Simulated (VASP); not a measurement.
# Ni (P4/nmm) in VASP: single point with PBEsol

Aim: the single point of Ni with PBEsol.

Everything below comes from runs of VASP 6.6.1. Logs are shortened: lines on timing, memory, paths and dates and some standing lists are left out, and cuts for length are marked.

## Step 1: The cell of the first run

It takes space group P4/nmm (No. 129, tetragonal). Conventional cell: a = 2.449 Å, b = 2.449 Å, c = 3.463 Å, α = 90.00°, β = 90.00°, γ = 90.00°. Ni (site symmetry 4mm) has 12 Ni at 2.11 to 2.84 Å within 2.9 Å.

## Step 2: Single point, PBEsol, collinear spin, ferromagnetic start (atoms displaced along a vibrational mode)

INCAR

```
SYSTEM = Ni
ALGO = Fast
EDIFF = 1E-7
ENCUT = 520
GGA = PS
ISIF = 2
ISMEAR = 0
ISPIN = 2
LASPH = .TRUE.
LCHARG = .FALSE.
LMAXMIX = 4
LORBIT = 11
LREAL = .FALSE.
LWAVE = .FALSE.
MAGMOM = 0.73 0.73
NBANDS = 21
NELM = 150
PREC = Accurate
SIGMA = 0.15
```

KPOINTS

```
k-points
0
G
  24 24 18
  0 0 0
```

POSCAR

```
Ni
1.0
    0.0000000000     -1.7315750128     -1.7315750128
    0.0000000000      1.7315750128     -1.7315750128
    3.4631500256      0.0000000000      0.0000000000
Ni
2
Direct
    0.5000000000      0.5000000000      0.5757980446
    0.0000000000      0.0000000000     -0.0757980446
```

Potentials or basis: VASP PAW PBE potentials, release 64 (Ni).

Launch:

```console
> cat potpaw_PBE.64/Ni/POTCAR > POTCAR
> mpirun -np 1 vasp_std > vasp.out
```

OUTCAR:

```text
SYSTEM = Ni
   EDIFF = 1E-7
   ENCUT = 520
   GGA = PS
   ISIF = 2
   ISMEAR = 0
   ISPIN = 2
   LASPH = .TRUE.
   LORBIT = 11
   LREAL = .FALSE.
   NELM = 150
   PREC = Accurate

 ion  position               nearest neighbor table
   1  0.500  0.500  0.576-   2 2.11   2 2.11   2 2.11   2 2.11   2 2.84   2 2.84   2 2.84   2 2.84

   2  0.000  0.000  0.924-   1 2.11   1 2.11   1 2.11   1 2.11   1 2.84   1 2.84   1 2.84   1 2.84

  LATTYP: Found a simple tetragonal cell.
 ALAT       =     2.4488168674
 C/A-ratio  =     1.4142135624

  Lattice vectors:

 A1 = (   0.0000000000,  -1.7315750128,  -1.7315750128)
 A2 = (   0.0000000000,   1.7315750128,  -1.7315750128)
 A3 = (   3.4631500256,   0.0000000000,   0.0000000000)

Analysis of symmetry for initial positions (statically):
=====================================================================
 Subroutine PRICEL returns:
 Original cell was already a primitive cell.

 Routine SETGRP: Setting up the symmetry group for a
 simple tetragonal supercell.

 Subroutine GETGRP returns: Found 16 space group operations
 (whereof  8 operations were pure point group operations)
 out of a pool of 16 trial point group operations.

The static configuration has the point symmetry C_4v.
 The point group associated with its full space group is D_4h.

Analysis of symmetry for dynamics (positions and initial velocities):
=====================================================================
 Subroutine PRICEL returns:
 Original cell was already a primitive cell.

 Routine SETGRP: Setting up the symmetry group for a
 simple tetragonal supercell.

 Subroutine GETGRP returns: Found 16 space group operations
 (whereof  8 operations were pure point group operations)
 out of a pool of 16 trial point group operations.

The dynamic configuration has the point symmetry C_4v.
 The point group associated with its full space group is D_4h.

Analysis of structural, dynamic, and magnetic symmetry:
=====================================================================
 Subroutine PRICEL returns:
 Original cell was already a primitive cell.

 Routine SETGRP: Setting up the symmetry group for a
 simple tetragonal supercell.

 Subroutine GETGRP returns: Found 16 space group operations
 (whereof  8 operations were pure point group operations)
 out of a pool of 16 trial point group operations.

The overall configuration has the point symmetry C_4v.
 The point group associated with its full space group is D_4h.

 Subroutine INISYM returns: Found 16 space group operations
 (whereof  8 operations are pure point group operations),
 and found     1 'primitive' translations

----------------------------------------------------------------------------------------

                                     Primitive cell

  volume of cell :      20.7675

  direct lattice vectors                    reciprocal lattice vectors
     0.000000000 -1.731575013 -1.731575013     0.000000000 -0.288754456 -0.288754456
     0.000000000  1.731575013 -1.731575013     0.000000000  0.288754456 -0.288754456
     3.463150026  0.000000000  0.000000000     0.288754456  0.000000000  0.000000000

  length of vectors
     2.448816867  2.448816867  3.463150026     0.408360467  0.408360467  0.288754456

  position of ions in fractional coordinates (direct lattice)
     0.500000000  0.500000000  0.575798045
     0.000000000  0.000000000  0.924201955

  ion indices of the primitive-cell ions
   primitive index   ion index
                 1           1
                 2           2

----------------------------------------------------------------------------------------

 KPOINTS: k-points

Automatic generation of k-mesh.
 Grid dimensions read from file:
 generate k-points for:   24   24   18

 Generating k-lattice:

  Cartesian coordinates                     Fractional coordinates (reciprocal lattice)
     0.000000000 -0.012031436 -0.012031436     0.041666667  0.000000000  0.000000000
     0.000000000  0.012031436 -0.012031436     0.000000000  0.041666667  0.000000000
     0.016041914  0.000000000  0.000000000     0.000000000  0.000000000  0.055555556

  Length of vectors
     0.017015019  0.017015019  0.016041914

  Shift w.r.t. Gamma in fractional coordinates (k-lattice)
     0.000000000  0.000000000  0.000000000

 Subroutine IBZKPT returns following result:
 ===========================================

 Found    910 irreducible k-points:

 Following reciprocal coordinates:
            Coordinates               Weight
  0.000000  0.000000  0.000000      1.000000
  0.041667  0.000000  0.000000      4.000000
  0.083333  0.000000  0.000000      4.000000
  0.125000  0.000000  0.000000      4.000000
  0.166667  0.000000  0.000000      4.000000
  0.208333  0.000000  0.000000      4.000000
[... 16 lines left out ...]
  0.416667  0.041667  0.000000      8.000000
  0.458333  0.041667  0.000000      8.000000
 [... further k-points ...]
   k-points           NKPTS =    910   k-points in BZ     NKDIM =    910   number of bands    NBANDS=     21
   number of dos      NEDOS =    301   number of ions     NIONS =      2
   total plane-waves  NPLWV =   9072
   dimension x,y,z NGX =    18 NGY =   18 NGZ =   28
   dimension x,y,z NGXF=    36 NGYF=   36 NGZF=   56
   ions per type =               2
   NGX,Y,Z   is equivalent  to a cutoff of  12.22, 12.22, 13.44 a.u.
   NGXF,Y,Z  is equivalent  to a cutoff of  24.44, 24.44, 26.88 a.u.
 SYSTEM =  Ni
   PREC   = accura    normal or accurate (medium, high low for compatibility)
   ISTART =      0    job   : 0-new  1-cont  2-samecut
   ICHARG =      2    charge: 1-file 2-atom 10-const
   ISPIN  =      2    spin polarized calculation?
   LNONCOLLINEAR =      F non collinear calculations
   LSORBIT =      F    spin-orbit coupling
   LASPH  =      T    aspherical Exc in radial PAW
   ENCUT  =  520.0 eV  38.22 Ry    6.18 a.u.   4.55  4.55  6.44*2*pi/ulx,y,z
   NELM   =    150;   NELMIN=  2; NELMDL= -5     # of ELM steps
   EDIFF  = 0.1E-06   stopping-criterion for ELM
   LREAL  =      F    real-space projection
   EDIFFG = 0.1E-05   stopping-criterion for IOM
   NSW    =      0    number of steps for IOM
   IBRION =     -1    ionic relax: 0-MD 1-quasi-New 2-CG
   NFREE  =      0    steps in history (QN), initial steepest desc. (CG)
   ISIF   =      2    stress and relaxation
   ISYM   =      2    0-nonsym 1-usesym 2-fastsym
   POTIM  = 0.5000    time-step for ionic-motion
   TEBEG  =    0.0;   TEEND  =   0.0 temperature during run
   PSTRESS=    0.0 pullay stress
   NELECT =      20.0000    total number of electrons
   NUPDOWN=      -1.0000    fix difference up-down
   EMIN   =  10.00;   EMAX   =-10.00  energy-range for DOS
   EFERMI =   0.00;   METHOD = LEGACY
   ISMEAR =     0;   SIGMA  =   0.15  broadening in eV -4-tet -1-fermi 0-gaus
   EFERMI_NEDOS =   21; number of points for ismear=-14 and -15
   IALGO  =     68    algorithm
   IMIX   =      4    mixing-type and parameters
     AMIX     =   0.40;   BMIX     =  1.00
     AMIX_MAG =   1.60;   BMIX_MAG =  1.00
  volume/ion in A,a.u.               =      10.38        70.07
  Fermi-wavevector in a.u.,A,eV,Ry     =   1.616678  3.055078 35.560836  2.613648
  Thomas-Fermi vector in A             =   2.711226
   LORBIT       =     11    0 simple, 1 ext, 2 COOP (PROOUT), +10 PAW based schemes
   GGA     = PS    functional components
   LHFCALC =     F    Hartree Fock is set to
   AEXX    =    0.0000 exact exchange contribution
   IVDW    =     0    specifies the selected vdW correction
   LEPSILON=     F    determine dielectric tensor
   LRPA    =     F    only Hartree local field effects (RPA)
 spin polarized calculation
 RMM-DIIS sequential band-by-band and
 Gauss-broadening in eV      SIGMA  =   0.15
  energy-cutoff  :      520.00
  volume of cell :       20.77
 maximum number of plane-waves:       586
   NGX =  9   NGY =  9   NGZ = 13

 number of electron      20.0000027 magnetization       1.2455090

 Free energy of the ion-electron system (eV)
  ---------------------------------------------------
  ext. energy  EPLUGINS =         0.00000000
  ---------------------------------------------------
  free energy    TOTEN  =       -10.80574567 eV

  energy without entropy =      -10.76747472  energy(sigma->0) =      -10.78661020

 E-fermi :  10.0903     XC(G=0): -13.5692

 val. band max:       10.0883610957   @ k =   0.2917   0.2917   0.3333
 cond. band min:      10.0903579387   @ k =   0.1250   0.1250   0.1667
 fundamental gap:      0.0019968430
 Fermi energy:        10.0902653041

 spin component 1

 k-point     1 :       0.0000    0.0000    0.0000
  band No.  band energies     occupation
      1       0.5090      1.00000
      2       4.5370      1.00000
      3       4.6560      1.00000
      4       7.1244      1.00000
      5       7.1244      1.00000
      6       7.5302      1.00000
[... 13 lines left out ...]
     20      38.6014      0.00000
     21      39.8220      0.00000
[... 529 lines left out ...]
 k-point    24 :       0.4583    0.0417    0.0000
  band No.  band energies     occupation
      1       4.6321      1.00000
      2       4.8900      1.00000
      3       5.9544      1.00000
      4       6.1147      1.00000
      5       6.7489      1.00000
      6       6.7531      1.00000
[... 13 lines left out ...]
     20      36.6328      0.00000
     21      41.3959      0.00000

 [... further k-points ...]

 spin component 2

 k-point     1 :       0.0000    0.0000    0.0000
  band No.  band energies     occupation
      1       0.5224      1.00000
      2       4.9366      1.00000
      3       5.0144      1.00000
      4       7.8215      1.00000
      5       7.8215      1.00000
      6       8.3634      1.00000
[... 13 lines left out ...]
     20      38.6939      0.00000
     21      39.8796      0.00000
[... 529 lines left out ...]
 k-point    24 :       0.4583    0.0417    0.0000
  band No.  band energies     occupation
      1       4.8355      1.00000
      2       5.2588      1.00000
      3       6.3949      1.00000
      4       6.4902      1.00000
      5       7.4493      1.00000
      6       7.4553      1.00000
[... 13 lines left out ...]
     20      36.7053      0.00000
     21      41.3850      0.00000

 [... further k-points ...]

------------------------ aborting loop because EDIFF is reached ----------------------------------------

  FORCE on cell =-STRESS in cart. coord.  units (eV):
  Direction    XX          YY          ZZ          XY          YZ          ZX
  --------------------------------------------------------------------------------------
  -------------------------------------------------------------------------------------
  Total        3.8047333      6.1672078      6.1672078      0.0000000      0.0000000      0.0000000
  in kB      293.5289091    475.7899274    475.7899274      0.0000000      0.0000000      0.0000000
  external PRESSURE =     415.0362546 kB  Pullay stress =       0.0000000 kB

 VOLUME and BASIS-vectors are now :
 -----------------------------------------------------------------------------
  energy-cutoff  :      520.00
  volume of cell :       20.77
      direct lattice vectors                 reciprocal lattice vectors
     0.000000000 -1.731575013 -1.731575013     0.000000000 -0.288754456 -0.288754456
     0.000000000  1.731575013 -1.731575013     0.000000000  0.288754456 -0.288754456
     3.463150026  0.000000000  0.000000000     0.288754456  0.000000000  0.000000000

 POSITION                                       TOTAL-FORCE (eV/Angst)
 -----------------------------------------------------------------------------------
      1.99408      0.00000     -1.73158        -5.981740     -0.000000     -0.000000
      3.20065      0.00000      0.00000         5.981740      0.000000      0.000000
 -----------------------------------------------------------------------------------
    total drift:                               -0.000000     -0.000000     -0.000000

  FREE ENERGIE OF THE ION-ELECTRON SYSTEM (eV)
  ---------------------------------------------------
  free  energy   TOTEN  =       -10.8057456721 eV

  energy  without entropy=      -10.7674747224  energy(sigma->0) =      -10.78661020

 total charge

# of ion       s       p       d       tot
------------------------------------------
    1        0.595   0.636   8.451   9.681
    2        0.595   0.636   8.451   9.681
--------------------------------------------------
tot          1.189   1.272  16.901  19.363

 magnetization (x)

# of ion       s       p       d       tot
------------------------------------------
    1       -0.005  -0.021   0.642   0.617
    2       -0.005  -0.021   0.642   0.617
--------------------------------------------------
tot         -0.010  -0.042   1.285   1.234
```

Wall time 15 min (1 thread of Oxide Virtual Turin-like, shared host); peak memory 0.55 GiB.

What came out:

```yaml
Free_energy: -10.8057 eV
Pressure: 41.5 GPa
Largest_force: 5.982 eV/Å
Net_moment: 1.25 μB per cell
Site_moments: Ni +0.62 μB
Valence_electrons_inside_the_program's_atomic_spheres: Ni 9.68
```

Forces on the atoms (eV/Å):
```
Ni  -5.982  0.000  0.000
Ni   5.982  0.000  0.000
```

Caveat: the cell differs from its parent crystal (atoms displaced along a vibrational mode); the stress differs along the axes, from 29 to 48 GPa; the PAW data sets were made with another functional, which shifts forces and pressure a little.
